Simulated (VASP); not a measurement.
# Al (Fm-3m) in VASP: notebook

The runs below take Al through single point, relaxation of cell and atoms, with PBE.

Everything below comes from runs of VASP 6.6.1. Logs are shortened: lines on timing, memory, paths and dates and some standing lists are left out, and cuts for length are marked.

## Step 1: The cell of the first run

The structure is cubic, space group Fm-3m (No. 225). The conventional cell has a = 4.041 Å, b = 4.041 Å, c = 4.041 Å, α = 90.00°, β = 90.00°, γ = 90.00°. Al (site symmetry m-3m) has 12 Al at 2.86 Å within 3.8 Å.

## Step 2: Single point, PBE

The input, INCAR:

```
PREC = Accurate ; ENCUT = 520
EDIFF = 1E-7 ; ISMEAR = 0
SIGMA = 0.1 ; LREAL = False
LASPH = True ; NELM = 60
ALGO = Fast ; ISIF = 2
LWAVE = False ; LCHARG = False
GGA = PE ; NBANDS = 8
```

The input, KPOINTS:

```
regular mesh
0
Gamma
  40 40 40
```

The input, POSCAR:

```
Al
1.0
    0.0000000000      2.0203458561      2.0203458561
    2.0203458561      0.0000000000      2.0203458561
    2.0203458561      2.0203458561      0.0000000000
Al
1
Direct
    0.0000000000      0.0000000000      0.0000000000
```

Potentials or basis: VASP PAW PBE potentials, release 64 (Al).

Started as:

```
> cat potpaw_PBE.64/Al/POTCAR > POTCAR
> mpirun -np 1 vasp_std > vasp.out
```

OUTCAR:

```text
PREC = Accurate
   ENCUT = 520
   EDIFF = 1E-7
   ISMEAR = 0
   LREAL = False
   LASPH = True
   NELM = 60
   ISIF = 2
   GGA = PE

 ion  position               nearest neighbor table
   1  0.000  0.000  0.000-

  LATTYP: Found a face centered cubic cell.
 ALAT       =     4.0406917122

  Lattice vectors:

 A1 = (   0.0000000000,   2.0203458561,   2.0203458561)
 A2 = (   2.0203458561,   0.0000000000,   2.0203458561)
 A3 = (   2.0203458561,   2.0203458561,   0.0000000000)

Analysis of symmetry for initial positions (statically):
=====================================================================
 Subroutine PRICEL returns:
 Original cell was already a primitive cell.

 Routine SETGRP: Setting up the symmetry group for a
 face centered cubic supercell.

 Subroutine GETGRP returns: Found 48 space group operations
 (whereof 48 operations were pure point group operations)
 out of a pool of 48 trial point group operations.

The static configuration has the point symmetry O_h .

Analysis of symmetry for dynamics (positions and initial velocities):
=====================================================================
 Subroutine PRICEL returns:
 Original cell was already a primitive cell.

 Routine SETGRP: Setting up the symmetry group for a
 face centered cubic supercell.

 Subroutine GETGRP returns: Found 48 space group operations
 (whereof 48 operations were pure point group operations)
 out of a pool of 48 trial point group operations.

The dynamic configuration has the point symmetry O_h .

 Subroutine INISYM returns: Found 48 space group operations
 (whereof 48 operations are pure point group operations),
 and found     1 'primitive' translations

----------------------------------------------------------------------------------------

                                     Primitive cell

  volume of cell :      16.4933

  direct lattice vectors                    reciprocal lattice vectors
     0.000000000  2.020345856  2.020345856    -0.247482380  0.247482380  0.247482380
     2.020345856  0.000000000  2.020345856     0.247482380 -0.247482380  0.247482380
     2.020345856  2.020345856  0.000000000     0.247482380  0.247482380 -0.247482380

  length of vectors
     2.857200510  2.857200510  2.857200510     0.428652055  0.428652055  0.428652055

  position of ions in fractional coordinates (direct lattice)
     0.000000000  0.000000000  0.000000000

  ion indices of the primitive-cell ions
   primitive index   ion index
                 1           1

----------------------------------------------------------------------------------------

 KPOINTS: regular mesh

Automatic generation of k-mesh.
 Grid dimensions read from file:
 generate k-points for:   40   40   40

 Generating k-lattice:

  Cartesian coordinates                     Fractional coordinates (reciprocal lattice)
    -0.006187059  0.006187059  0.006187059     0.025000000  0.000000000  0.000000000
     0.006187059 -0.006187059  0.006187059     0.000000000  0.025000000  0.000000000
     0.006187059  0.006187059 -0.006187059     0.000000000  0.000000000  0.025000000

  Length of vectors
     0.010716301  0.010716301  0.010716301

  Shift w.r.t. Gamma in fractional coordinates (k-lattice)
     0.000000000  0.000000000  0.000000000

 Subroutine IBZKPT returns following result:
 ===========================================

 Found   1661 irreducible k-points:

 Following reciprocal coordinates:
            Coordinates               Weight
  0.000000  0.000000  0.000000      1.000000
  0.025000  0.000000  0.000000      8.000000
  0.050000  0.000000  0.000000      8.000000
  0.075000  0.000000  0.000000      8.000000
  0.100000  0.000000  0.000000      8.000000
  0.125000  0.000000  0.000000      8.000000
[... 16 lines left out ...]
  0.050000  0.025000  0.000000     24.000000
  0.075000  0.025000  0.000000     24.000000
 [... further k-points ...]
   k-points           NKPTS =   1661   k-points in BZ     NKDIM =   1661   number of bands    NBANDS=      8
   number of dos      NEDOS =    301   number of ions     NIONS =      1
   total plane-waves  NPLWV =  13824
   dimension x,y,z NGX =    24 NGY =   24 NGZ =   24
   dimension x,y,z NGXF=    48 NGYF=   48 NGZF=   48
   ions per type =               1
   NGX,Y,Z   is equivalent  to a cutoff of  13.96, 13.96, 13.96 a.u.
   NGXF,Y,Z  is equivalent  to a cutoff of  27.93, 27.93, 27.93 a.u.
 SYSTEM =  unknown system
   PREC   = accura    normal or accurate (medium, high low for compatibility)
   ISTART =      0    job   : 0-new  1-cont  2-samecut
   ICHARG =      2    charge: 1-file 2-atom 10-const
   ISPIN  =      1    spin polarized calculation?
   LNONCOLLINEAR =      F non collinear calculations
   LSORBIT =      F    spin-orbit coupling
   LASPH  =      T    aspherical Exc in radial PAW
   ENCUT  =  520.0 eV  38.22 Ry    6.18 a.u.   5.31  5.31  5.31*2*pi/ulx,y,z
   NELM   =     60;   NELMIN=  2; NELMDL= -5     # of ELM steps
   EDIFF  = 0.1E-06   stopping-criterion for ELM
   LREAL  =      F    real-space projection
   EDIFFG = 0.1E-05   stopping-criterion for IOM
   NSW    =      0    number of steps for IOM
   IBRION =     -1    ionic relax: 0-MD 1-quasi-New 2-CG
   NFREE  =      0    steps in history (QN), initial steepest desc. (CG)
   ISIF   =      2    stress and relaxation
   ISYM   =      2    0-nonsym 1-usesym 2-fastsym
   POTIM  = 0.5000    time-step for ionic-motion
   TEBEG  =    0.0;   TEEND  =   0.0 temperature during run
   PSTRESS=    0.0 pullay stress
   NELECT =       3.0000    total number of electrons
   NUPDOWN=      -1.0000    fix difference up-down
   EMIN   =  10.00;   EMAX   =-10.00  energy-range for DOS
   EFERMI =   0.00;   METHOD = LEGACY
   ISMEAR =     0;   SIGMA  =   0.10  broadening in eV -4-tet -1-fermi 0-gaus
   EFERMI_NEDOS =   21; number of points for ismear=-14 and -15
   IALGO  =     68    algorithm
   IMIX   =      4    mixing-type and parameters
     AMIX     =   0.40;   BMIX     =  1.00
     AMIX_MAG =   1.60;   BMIX_MAG =  1.00
  volume/ion in A,a.u.               =      16.49       111.30
  Fermi-wavevector in a.u.,A,eV,Ry     =   0.927569  1.752851 11.706237  0.860384
  Thomas-Fermi vector in A             =   2.053653
   LORBIT       =      0    0 simple, 1 ext, 2 COOP (PROOUT), +10 PAW based schemes
   GGA     = PE    functional components
   LHFCALC =     F    Hartree Fock is set to
   AEXX    =    0.0000 exact exchange contribution
   IVDW    =     0    specifies the selected vdW correction
   LEPSILON=     F    determine dielectric tensor
   LRPA    =     F    only Hartree local field effects (RPA)
 non-spin polarized calculation
 RMM-DIIS sequential band-by-band and
 Gauss-broadening in eV      SIGMA  =   0.10
  energy-cutoff  :      520.00
  volume of cell :       16.49
 maximum number of plane-waves:       459
 NGX is ok and might be reduce to    24
   NGX = 11   NGY = 11   NGZ = 11

 number of electron       3.0000000 magnetization

 Free energy of the ion-electron system (eV)
  ---------------------------------------------------
  ext. energy  EPLUGINS =         0.00000000
  ---------------------------------------------------
  free energy    TOTEN  =        -3.74725349 eV

  energy without entropy =       -3.74539480  energy(sigma->0) =       -3.74632414

 E-fermi :   8.0196     XC(G=0): -10.1981

 val. band max:        8.0195123594   @ k =  -0.2750   0.3000   0.0500
 cond. band min:       8.0244487277   @ k =  -0.4500   0.4250   0.0750
 fundamental gap:      0.0049363683
 Fermi energy:         8.0196242352

 k-point     1 :       0.0000    0.0000    0.0000
  band No.  band energies     occupation
      1      -3.1329      2.00000
      2      20.6257      0.00000
      3      20.6257      0.00000
      4      20.6257      0.00000
      5      22.1207      0.00000
      6      22.1207      0.00000
      7      22.1207      0.00000
      8      24.4729      0.00000

 k-point     2 :       0.0250    0.0000    0.0000
  band No.  band energies     occupation
      1      -3.1160      2.00000
      2      20.1843      0.00000
      3      20.5485      0.00000
      4      20.5485      0.00000
      5      22.2246      0.00000
      6      22.2246      0.00000
      7      22.3678      0.00000
      8      24.6550      0.00000

 k-point     3 :       0.0500    0.0000    0.0000
  band No.  band energies     occupation
      1      -3.0650      2.00000
      2      19.3195      0.00000
      3      20.3627      0.00000
      4      20.3627      0.00000
      5      22.4899      0.00000
      6      22.4899      0.00000
      7      22.6558      0.00000
      8      25.1956      0.00000

 k-point     4 :       0.0750    0.0000    0.0000
  band No.  band energies     occupation
      1      -2.9800      2.00000
      2      18.3445      0.00000
      3      20.1353      0.00000
      4      20.1353      0.00000
      5      22.7715      0.00000
      6      22.8467      0.00000
      7      22.8467      0.00000
      8      25.9967      0.00000

 k-point     5 :       0.1000    0.0000    0.0000
  band No.  band energies     occupation
      1      -2.8612      2.00000
      2      17.3363      0.00000
      3      19.9028      0.00000
      4      19.9028      0.00000
      5      22.7758      0.00000
      6      23.2509      0.00000
      7      23.2509      0.00000
      8      26.1367      0.00000

 k-point     6 :       0.1250    0.0000    0.0000
  band No.  band energies     occupation
      1      -2.7085      2.00000
      2      16.3217      0.00000
      3      19.6817      0.00000
      4      19.6817      0.00000
      5      22.7255      0.00000
      6      23.6636      0.00000
      7      23.6636      0.00000
      8      25.6729      0.00000

 k-point     7 :       0.1500    0.0000    0.0000
  band No.  band energies     occupation
      1      -2.5222      2.00000
      2      15.3132      0.00000
      3      19.4794      0.00000
      4      19.4794      0.00000
      5      22.6505      0.00000
      6      23.9912      0.00000
      7      23.9912      0.00000
      8      25.3234      0.00000

 k-point     8 :       0.1750    0.0000    0.0000
  band No.  band energies     occupation
      1      -2.3023      2.00000
      2      14.3176      0.00000
      3      19.2999      0.00000
      4      19.2999      0.00000
      5      22.5677      0.00000
      6      23.9904      0.00000
      7      23.9904      0.00000
      8      25.3410      0.00000

 k-point     9 :       0.2000    0.0000    0.0000
  band No.  band energies     occupation
      1      -2.0490      2.00000
      2      13.3391      0.00000
      3      19.1453      0.00000
      4      19.1453      0.00000
      5      22.4877      0.00000
      6      23.6547      0.00000
      7      23.6547      0.00000
      8      25.7378      0.00000

 k-point    10 :       0.2250    0.0000    0.0000
  band No.  band energies     occupation
      1      -1.7625      2.00000
      2      12.3807      0.00000
      3      19.0168      0.00000
      4      19.0168      0.00000
      5      22.4178      0.00000
      6      23.2176      0.00000
      7      23.2176      0.00000
      8      26.2835      0.00000
[... 78 lines left out ...]
 k-point    18 :       0.4250    0.0000    0.0000
  band No.  band energies     occupation
      1       1.6978      2.00000
      2       5.6047      2.00000
      3      18.9855      0.00000
      4      18.9855      0.00000
      5      20.1568      0.00000
      6      20.1568      0.00000
      7      22.6542      0.00000
      8      24.0307      0.00000

 k-point    19 :       0.4500    0.0000    0.0000
  band No.  band energies     occupation
      1       2.2712      2.00000
      2       4.8820      2.00000
      3      19.1089      0.00000
      4      19.1089      0.00000
      5      19.8908      0.00000
      6      19.8908      0.00000
      7      22.8069      0.00000
      8      23.7335      0.00000

 k-point    20 :       0.4750    0.0000    0.0000
  band No.  band energies     occupation
      1       2.8724      2.00000
      2       4.1912      2.00000
      3      19.2604      0.00000
      4      19.2604      0.00000
      5      19.6536      0.00000
      6      19.6536      0.00000
      7      22.9851      0.00000
      8      23.4682      0.00000

 k-point    21 :       0.5000    0.0000    0.0000
  band No.  band energies     occupation
      1       3.4098      2.00000
      2       3.6240      2.00000
      3      19.4184      0.00000
      4      19.4184      0.00000
      5      19.4671      0.00000
      6      19.4671      0.00000
      7      23.1341      0.00000
      8      23.2902      0.00000

 k-point    22 :       0.0250    0.0250    0.0000
  band No.  band energies     occupation
      1      -3.1103      2.00000
      2      20.3203      0.00000
      3      20.3203      0.00000
      4      20.4424      0.00000
      5      22.0639      0.00000
      6      22.4596      0.00000
      7      22.4596      0.00000
      8      24.7015      0.00000

 k-point    23 :       0.0500    0.0250    0.0000
  band No.  band energies     occupation
      1      -3.0706      2.00000
      2      19.6093      0.00000
      3      20.0521      0.00000
      4      20.4547      0.00000
      5      22.0932      0.00000
      6      22.7692      0.00000
      7      22.7875      0.00000
      8      25.0990      0.00000

 k-point    24 :       0.0750    0.0250    0.0000
  band No.  band energies     occupation
      1      -2.9970      2.00000
      2      18.6706      0.00000
      3      19.7797      0.00000
      4      20.3765      0.00000
      5      22.2948      0.00000
      6      22.9444      0.00000
      7      23.1703      0.00000
      8      25.8063      0.00000

 [... further k-points ...]
[... 5 lines left out ...]
  --------------------------------------------------------------------------------------
  -------------------------------------------------------------------------------------
  Total       -0.0047431     -0.0047431     -0.0047431     -0.0000000     -0.0000000      0.0000000
  in kB       -0.4607486     -0.4607486     -0.4607486     -0.0000000     -0.0000000      0.0000000
  external PRESSURE =      -0.4607486 kB  Pullay stress =       0.0000000 kB

 VOLUME and BASIS-vectors are now :
 -----------------------------------------------------------------------------
  energy-cutoff  :      520.00
  volume of cell :       16.49
      direct lattice vectors                 reciprocal lattice vectors
     0.000000000  2.020345856  2.020345856    -0.247482380  0.247482380  0.247482380
     2.020345856  0.000000000  2.020345856     0.247482380 -0.247482380  0.247482380
     2.020345856  2.020345856  0.000000000     0.247482380  0.247482380 -0.247482380

 POSITION                                       TOTAL-FORCE (eV/Angst)
 -----------------------------------------------------------------------------------
      0.00000      0.00000      0.00000         0.000000      0.000000      0.000000
 -----------------------------------------------------------------------------------
    total drift:                               -0.000000      0.000000      0.000000

  FREE ENERGIE OF THE ION-ELECTRON SYSTEM (eV)
  ---------------------------------------------------
  free  energy   TOTEN  =        -3.7472534888 eV

  energy  without entropy=       -3.7453947984  energy(sigma->0) =       -3.74632414
```

Wall time 4.1 min (1 thread of Intel Xeon 8259CL, shared host); peak memory 0.3 GiB.

What came out:

```
Free energy : -3.7473 eV
Pressure    : 0.0 GPa
```

Levels at points of the mesh, in eV from the Fermi level:
```tsv
k point	band 1	band 2	band 3	band 4	band 5	band 6
(0.00, 0.00, 0.00)	-11.15	12.61	12.61	12.61	14.10	14.10
(0.50, 0.00, 0.00)	-4.61	-4.40	11.40	11.40	11.45	11.45
(0.50, 0.50, 0.00)	-2.94	-1.62	5.24	5.58	5.58	9.06
```

## Step 3: Relaxation of cell and atoms, PBE

This run uses another cell than the first one, of 16.61 Å³/atom, 1.007 times its volume.

The input, INCAR:

```
SYSTEM = Al
PREC = Accurate ; ENCUT = 600
EDIFF = 1E-6 ; ISMEAR = 0
SIGMA = 0.1 ; LREAL = .FALSE.
LASPH = .TRUE. ; NELM = 60
ALGO = Fast ; ISIF = 3
LWAVE = .FALSE. ; LCHARG = .FALSE.
GGA = PE ; IBRION = 2
NSW = 60 ; EDIFFG = -0.005
```

The input, KPOINTS:

```
Automatic mesh
0
G
  40 40 40
  0 0 0
```

The input, POSCAR:

```
Al
1.0
    0.0000000000      2.0250000000      2.0250000000
    2.0250000000      0.0000000000      2.0250000000
    2.0250000000      2.0250000000      0.0000000000
Al
1
Direct
    0.0000000000      0.0000000000      0.0000000000
```

Potentials or basis: VASP PAW PBE potentials, release 64 (Al).

Started as:

```
> cat potpaw_PBE.64/Al/POTCAR > POTCAR
> mpirun -np 1 vasp_std > vasp.out
```

Wall time 3.3 min (1 thread of Intel Xeon 8259CL, shared host); peak memory 0.3 GiB.

The run converged. Its results:

```yaml
Free_energy: -3.7473 eV
Relaxed_volume: 16.48 Å³/atom
Relaxed_cell: a = 2.857 Å, b = 2.857 Å, c = 2.857 Å, α = 60.00°, β = 60.00°, γ = 60.00°
Space_group_after_relaxing_to_0.05_Å: Fm-3m (No. 225)
Energy_gained_by_relaxing: 0.2 meV/atom
Ionic_steps: 3
Pressure_after_relaxing: 0.0 GPa
```

Step by step:
```
step  energy change (eV)  largest force (eV/Å)  pressure (GPa)  volume (Å³)
   1              0.0000                0.0000           -0.57        16.61
   2             -0.0002                0.0000            0.09        16.46
   3             -0.0002                0.0000            0.01        16.48
```

Final structure:
```yaml
crystal:
  lattice:
    - [0.00000, 2.01998, 2.01998]
    - [2.01998, 0.00000, 2.01998]
    - [2.01998, 2.01998, 0.00000]
  atoms:
    - { symbol: Al, position: [0.00000, 0.00000, 0.00000] }
```

Levels at points of the mesh, in eV from the Fermi level:
```csv
k point,band 1,band 2,band 3,band 4,band 5
"(0.00, 0.00, 0.00)",-11.16,12.61,12.61,12.61,14.11
"(0.50, 0.00, 0.00)",-4.61,-4.40,11.40,11.40,11.45
"(0.50, 0.50, 0.00)",-2.94,-1.62,5.24,5.58,5.58
```
